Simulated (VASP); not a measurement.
# SiGe (P-6m2) in VASP: single point with r2SCAN

Aim: the single point of SiGe with r2SCAN.

Program: VASP 6.6.1. These are calculated values, not measurements. Logs are shortened: lines on timing, memory, paths and dates and some standing lists are left out, and cuts for length are marked.

### 1 The cell of the first run

Symmetry: P-6m2, No. 187, hexagonal system. Conventional cell: a = 3.903 Å, b = 3.903 Å, c = 6.443 Å, α = 90.00°, β = 90.00°, γ = 120.00°. Ge (site symmetry 3m) has 3 Si at 2.39 Å and 1 Ge at 2.46 Å within 3.2 Å. Within 3.1 Å of Si (site symmetry 3m) lie 1 Si at 2.36 Å and 3 Ge at 2.39 Å.

### 2 Single point, r2SCAN

POSCAR reads:

```
SiGe
1.0
    3.9030369178      0.0000000000      0.0000000000
   -1.9515184589      3.3801291227      0.0000000000
    0.0000000000      0.0000000000      6.4432785253
Ge Si
2 2
Direct
    0.3333333333      0.6666666667     -0.0041551694
    0.3333333333      0.6666666667      0.3781551694
    0.6666666667      0.3333333333      0.5036663699
    0.6666666667      0.3333333333      0.8703336301
```

INCAR.step1 reads:

```
SYSTEM = SiGe
PREC = Accurate
ENCUT = 550
ISMEAR = 0
SIGMA = 0.02
LREAL = .False.
LASPH = .True.
NELM = 120
NBANDS = 26
GGA = PE
ALGO = Normal
EDIFF = 1E-5
LWAVE = .True.
LCHARG = .False.
GGA_COMPAT = .False.
```

INCAR.step2 reads:

```
SYSTEM = SiGe
PREC = Accurate
ENCUT = 550
EDIFF = 1E-6
ISMEAR = 0
SIGMA = 0.02
LREAL = .False.
LASPH = .True.
NELM = 120
ALGO = Normal
ISIF = 2
LWAVE = .False.
LCHARG = .False.
METAGGA = R2SCAN
LMIXTAU = .True.
NBANDS = 26
ISTART = 1
GGA_COMPAT = .False.
```

KPOINTS reads:

```
Automatic mesh
0
Gamma
  12 12 6
  0 0 0
```

Potentials or basis: VASP PAW PBE potentials, release 64 (Ge_d, Si).

Started as:

```
$ cat potpaw_PBE.64/Ge_d/POTCAR potpaw_PBE.64/Si/POTCAR > POTCAR
$ cp INCAR.step1 INCAR
$ mpirun -np 1 vasp_std > vasp.out
$ cp INCAR.step2 INCAR
$ mpirun -np 1 vasp_std > vasp.out
```

OUTCAR:

```text
SYSTEM = SiGe
   PREC = Accurate
   ENCUT = 550
   EDIFF = 1E-6
   ISMEAR = 0
   LREAL = .False.
   LASPH = .True.
   NELM = 120
   ISIF = 2
   METAGGA = R2SCAN
   ISTART = 1

 ion  position               nearest neighbor table
   1  0.333  0.667  0.996-   4 2.39   4 2.39   4 2.39   2 2.46
   2  0.333  0.667  0.378-   3 2.39   3 2.39   3 2.39   1 2.46
   3  0.667  0.333  0.504-   4 2.36   2 2.39   2 2.39   2 2.39
   4  0.667  0.333  0.870-   3 2.36   1 2.39   1 2.39   1 2.39

  LATTYP: Found a hexagonal cell.
 ALAT       =     3.9030369178
 C/A-ratio  =     1.6508371970

  Lattice vectors:

 A1 = (   3.9030369178,   0.0000000000,   0.0000000000)
 A2 = (  -1.9515184589,   3.3801291227,   0.0000000000)
 A3 = (   0.0000000000,   0.0000000000,   6.4432785253)

Analysis of symmetry for initial positions (statically):
=====================================================================
 Subroutine PRICEL returns:
 Original cell was already a primitive cell.

 Routine SETGRP: Setting up the symmetry group for a
 hexagonal supercell.

 Subroutine GETGRP returns: Found 12 space group operations
 (whereof  6 operations were pure point group operations)
 out of a pool of 24 trial point group operations.

The static configuration has the point symmetry C_3v.
 The point group associated with its full space group is D_3h.

Analysis of symmetry for dynamics (positions and initial velocities):
=====================================================================
 Subroutine PRICEL returns:
 Original cell was already a primitive cell.

 Routine SETGRP: Setting up the symmetry group for a
 hexagonal supercell.

 Subroutine GETGRP returns: Found 12 space group operations
 (whereof  6 operations were pure point group operations)
 out of a pool of 24 trial point group operations.

The dynamic configuration has the point symmetry C_3v.
 The point group associated with its full space group is D_3h.

 Subroutine INISYM returns: Found 12 space group operations
 (whereof  6 operations are pure point group operations),
 and found     1 'primitive' translations

----------------------------------------------------------------------------------------

                                     Primitive cell

  volume of cell :      85.0047

  direct lattice vectors                    reciprocal lattice vectors
     3.903036918  0.000000000  0.000000000     0.256210746  0.147923343  0.000000000
    -1.951518459  3.380129123  0.000000000     0.000000000  0.295846686  0.000000000
     0.000000000  0.000000000  6.443278525     0.000000000  0.000000000  0.155200492

  length of vectors
     3.903036918  3.903036918  6.443278525     0.295846686  0.295846686  0.155200492

  position of ions in fractional coordinates (direct lattice)
     0.333333333  0.666666667  0.995844831
     0.333333333  0.666666667  0.378155169
     0.666666667  0.333333333  0.503666370
     0.666666667  0.333333333  0.870333630

  ion indices of the primitive-cell ions
   primitive index   ion index
                 1           1
                 2           2
                 3           3
                 4           4

----------------------------------------------------------------------------------------

 KPOINTS: Automatic mesh

Automatic generation of k-mesh.
 Grid dimensions read from file:
 generate k-points for:   12   12    6

 Generating k-lattice:

  Cartesian coordinates                     Fractional coordinates (reciprocal lattice)
     0.021350895  0.012326945  0.000000000     0.083333333  0.000000000  0.000000000
     0.000000000  0.024653891  0.000000000     0.000000000  0.083333333  0.000000000
     0.000000000  0.000000000  0.025866749     0.000000000  0.000000000  0.166666667

  Length of vectors
     0.024653891  0.024653891  0.025866749

  Shift w.r.t. Gamma in fractional coordinates (k-lattice)
     0.000000000  0.000000000  0.000000000

 Subroutine IBZKPT returns following result:
 ===========================================

 Found     76 irreducible k-points:

 Following reciprocal coordinates:
            Coordinates               Weight
  0.000000  0.000000  0.000000      1.000000
  0.083333  0.000000  0.000000      6.000000
  0.166667 -0.000000  0.000000      6.000000
  0.250000 -0.000000  0.000000      6.000000
  0.333333 -0.000000  0.000000      6.000000
  0.416667 -0.000000  0.000000      6.000000
[... 16 lines left out ...]
  0.250000 -0.000000  0.166667     12.000000
  0.333333 -0.000000  0.166667     12.000000
 [... further k-points ...]
   k-points           NKPTS =     76   k-points in BZ     NKDIM =     76   number of bands    NBANDS=     26
   number of dos      NEDOS =    301   number of ions     NIONS =      4
   total plane-waves  NPLWV =  45000
   dimension x,y,z NGX =    30 NGY =   30 NGZ =   50
   dimension x,y,z NGXF=    60 NGYF=   60 NGZF=  100
   ions per type =               2   2
   NGX,Y,Z   is equivalent  to a cutoff of  12.78, 12.78, 12.90 a.u.
   NGXF,Y,Z  is equivalent  to a cutoff of  25.56, 25.56, 25.80 a.u.
 SYSTEM =  SiGe
   PREC   = accura    normal or accurate (medium, high low for compatibility)
   ISTART =      1    job   : 0-new  1-cont  2-samecut
   ICHARG =      0    charge: 1-file 2-atom 10-const
   ISPIN  =      1    spin polarized calculation?
   LNONCOLLINEAR =      F non collinear calculations
   LSORBIT =      F    spin-orbit coupling
   LASPH  =      T    aspherical Exc in radial PAW
   ENCUT  =  550.0 eV  40.42 Ry    6.36 a.u.   7.46  7.46 12.32*2*pi/ulx,y,z
   NELM   =    120;   NELMIN=  2; NELMDL=  0     # of ELM steps
   EDIFF  = 0.1E-05   stopping-criterion for ELM
   LREAL  =      F    real-space projection
   EDIFFG = 0.1E-04   stopping-criterion for IOM
   NSW    =      0    number of steps for IOM
   IBRION =     -1    ionic relax: 0-MD 1-quasi-New 2-CG
   NFREE  =      0    steps in history (QN), initial steepest desc. (CG)
   ISIF   =      2    stress and relaxation
   ISYM   =      2    0-nonsym 1-usesym 2-fastsym
   POTIM  = 0.5000    time-step for ionic-motion
   TEBEG  =    0.0;   TEEND  =   0.0 temperature during run
   PSTRESS=    0.0 pullay stress
   NELECT =      36.0000    total number of electrons
   NUPDOWN=      -1.0000    fix difference up-down
   EMIN   =  10.00;   EMAX   =-10.00  energy-range for DOS
   EFERMI =   0.00;   METHOD = LEGACY
   ISMEAR =     0;   SIGMA  =   0.02  broadening in eV -4-tet -1-fermi 0-gaus
   EFERMI_NEDOS =   21; number of points for ismear=-14 and -15
   IALGO  =     38    algorithm
   IMIX   =      4    mixing-type and parameters
     AMIX     =   0.40;   BMIX     =  1.00
     AMIX_MAG =   1.60;   BMIX_MAG =  1.00
  volume/ion in A,a.u.               =      21.25       143.41
  Fermi-wavevector in a.u.,A,eV,Ry     =   1.229404  2.323237 20.564319  1.511435
  Thomas-Fermi vector in A             =   2.364293
   LORBIT       =      0    0 simple, 1 ext, 2 COOP (PROOUT), +10 PAW based schemes
   METAGGA = R2SCAN    functional components
   LHFCALC =     F    Hartree Fock is set to
   AEXX    =    0.0000 exact exchange contribution
   IVDW    =     0    specifies the selected vdW correction
   LEPSILON=     F    determine dielectric tensor
   LRPA    =     F    only Hartree local field effects (RPA)
 non-spin polarized calculation
 Gauss-broadening in eV      SIGMA  =   0.02
  energy-cutoff  :      550.00
  volume of cell :       85.00
 maximum number of plane-waves:      2539
 NGX is ok and might be reduce to    30
   NGX = 15   NGY = 15   NGZ = 25

 number of electron      35.9999983 magnetization

 Free energy of the ion-electron system (eV)
  ---------------------------------------------------
  ext. energy  EPLUGINS =         0.00000000
  ---------------------------------------------------
  free energy    TOTEN  =       -45.19031625 eV

  energy without entropy =      -45.19031625  energy(sigma->0) =      -45.19031625

 E-fermi :   5.6777     XC(G=0): -10.3842

 val. band max:        5.4953232333   @ k =   0.0000   0.0000   0.0000
 cond. band min:       6.0720533127   @ k =   0.5000  -0.0000   0.5000
 fundamental gap:      0.5767300795
 Fermi energy:         5.6777311326

 k-point     1 :       0.0000    0.0000    0.0000
  band No.  band energies     occupation
      1     -19.9007      2.00000
      2     -19.8084      2.00000
      3     -19.8084      2.00000
      4     -19.7609      2.00000
      5     -19.7609      2.00000
      6     -19.7580      2.00000
[... 18 lines left out ...]
     25      10.1009      0.00000
     26      12.3859      0.00000

 k-point     2 :       0.0833    0.0000    0.0000
  band No.  band energies     occupation
      1     -19.9003      2.00000
      2     -19.8088      2.00000
      3     -19.8084      2.00000
      4     -19.7610      2.00000
      5     -19.7602      2.00000
      6     -19.7582      2.00000
[... 18 lines left out ...]
     25      10.4332      0.00000
     26      11.8334      0.00000

 k-point     3 :       0.1667   -0.0000    0.0000
  band No.  band energies     occupation
      1     -19.8994      2.00000
      2     -19.8099      2.00000
      3     -19.8084      2.00000
      4     -19.7612      2.00000
      5     -19.7586      2.00000
      6     -19.7583      2.00000
[... 18 lines left out ...]
     25      11.1498      0.00000
     26      11.3044      0.00000

 k-point     4 :       0.2500   -0.0000    0.0000
  band No.  band energies     occupation
      1     -19.8981      2.00000
      2     -19.8113      2.00000
      3     -19.8085      2.00000
      4     -19.7616      2.00000
      5     -19.7592      2.00000
      6     -19.7558      2.00000
[... 18 lines left out ...]
     25      12.5100      0.00000
     26      12.5272      0.00000

 k-point     5 :       0.3333   -0.0000    0.0000
  band No.  band energies     occupation
      1     -19.8968      2.00000
      2     -19.8128      2.00000
      3     -19.8086      2.00000
      4     -19.7619      2.00000
      5     -19.7599      2.00000
      6     -19.7532      2.00000
[... 18 lines left out ...]
     25      13.1158      0.00000
     26      13.1400      0.00000

 k-point     6 :       0.4167   -0.0000    0.0000
  band No.  band energies     occupation
      1     -19.8959      2.00000
      2     -19.8138      2.00000
      3     -19.8087      2.00000
      4     -19.7622      2.00000
      5     -19.7603      2.00000
      6     -19.7512      2.00000
[... 427 lines left out ...]
 k-point    21 :       0.0833    0.0000    0.1667
  band No.  band energies     occupation
      1     -19.8997      2.00000
      2     -19.8086      2.00000
      3     -19.8082      2.00000
      4     -19.7609      2.00000
      5     -19.7602      2.00000
      6     -19.7583      2.00000
[... 18 lines left out ...]
     25      10.2256      0.00000
     26      12.1640      0.00000

 k-point    22 :       0.1667   -0.0000    0.1667
  band No.  band energies     occupation
      1     -19.8988      2.00000
      2     -19.8096      2.00000
      3     -19.8082      2.00000
      4     -19.7612      2.00000
      5     -19.7587      2.00000
      6     -19.7583      2.00000
[... 18 lines left out ...]
     25      11.0831      0.00000
     26      11.5331      0.00000

 k-point    23 :       0.2500   -0.0000    0.1667
  band No.  band energies     occupation
      1     -19.8975      2.00000
      2     -19.8110      2.00000
      3     -19.8083      2.00000
      4     -19.7615      2.00000
      5     -19.7593      2.00000
      6     -19.7557      2.00000
[... 18 lines left out ...]
     25      12.2374      0.00000
     26      12.2426      0.00000

 k-point    24 :       0.3333   -0.0000    0.1667
  band No.  band energies     occupation
      1     -19.8962      2.00000
      2     -19.8124      2.00000
      3     -19.8083      2.00000
      4     -19.7619      2.00000
      5     -19.7600      2.00000
      6     -19.7531      2.00000
[... 18 lines left out ...]
     25      12.9995      0.00000
     26      13.4720      0.00000

 [... further k-points ...]

------------------------ aborting loop because EDIFF is reached ----------------------------------------

  FORCE on cell =-STRESS in cart. coord.  units (eV):
  Direction    XX          YY          ZZ          XY          YZ          ZX
  --------------------------------------------------------------------------------------
  -------------------------------------------------------------------------------------
  Total        0.1301142      0.1301142      0.2089764      0.0000000      0.0000000      0.0000000
  in kB        2.4524062      2.4524062      3.9388104      0.0000000      0.0000000      0.0000000
  external PRESSURE =       2.9478743 kB  Pullay stress =       0.0000000 kB

 VOLUME and BASIS-vectors are now :
 -----------------------------------------------------------------------------
  energy-cutoff  :      550.00
  volume of cell :       85.00
      direct lattice vectors                 reciprocal lattice vectors
     3.903036918  0.000000000  0.000000000     0.256210746  0.147923343  0.000000000
    -1.951518459  3.380129123  0.000000000     0.000000000  0.295846686  0.000000000
     0.000000000  0.000000000  6.443278525     0.000000000  0.000000000  0.155200492

 POSITION                                       TOTAL-FORCE (eV/Angst)
 -----------------------------------------------------------------------------------
     -0.00000      2.25342      6.41651        -0.000000      0.000000      0.005269
     -0.00000      2.25342      2.43656        -0.000000     -0.000000     -0.005269
      1.95152      1.12671      3.24526         0.000000      0.000000      0.004896
      1.95152      1.12671      5.60780         0.000000     -0.000000     -0.004896
 -----------------------------------------------------------------------------------
    total drift:                                0.000001      0.000000     -0.000440

  FREE ENERGIE OF THE ION-ELECTRON SYSTEM (eV)
  ---------------------------------------------------
  free  energy   TOTEN  =       -45.1903162513 eV

  energy  without entropy=      -45.1903162513  energy(sigma->0) =      -45.19031625
```

Run time: 13 min. Hardware: 1 thread of Oxide Virtual Turin-like, shared host; peak memory 0.27 GiB.

What came out:

* Free energy: -45.1903 eV
* Pressure: 0.3 GPa
* Largest force: 0.005 eV/Å
* Band gap on the k mesh: 0.58 eV (least direct gap 0.82 eV)

Forces in eV/Å, atoms in the order of the input:
```
Ge   0.000  0.000  0.005
Ge   0.000  0.000 -0.005
Si   0.000  0.000  0.005
Si   0.000  0.000 -0.005
```

Stress tensor (GPa, compression positive):
```
0.25 0.00 0.00
0.00 0.25 0.00
0.00 0.00 0.39
```

Caveat: semilocal functionals underestimate gaps, and a narrow one can read as zero; the PAW data sets were made with another functional, which shifts forces and pressure a little. A k mesh can miss the band edges.
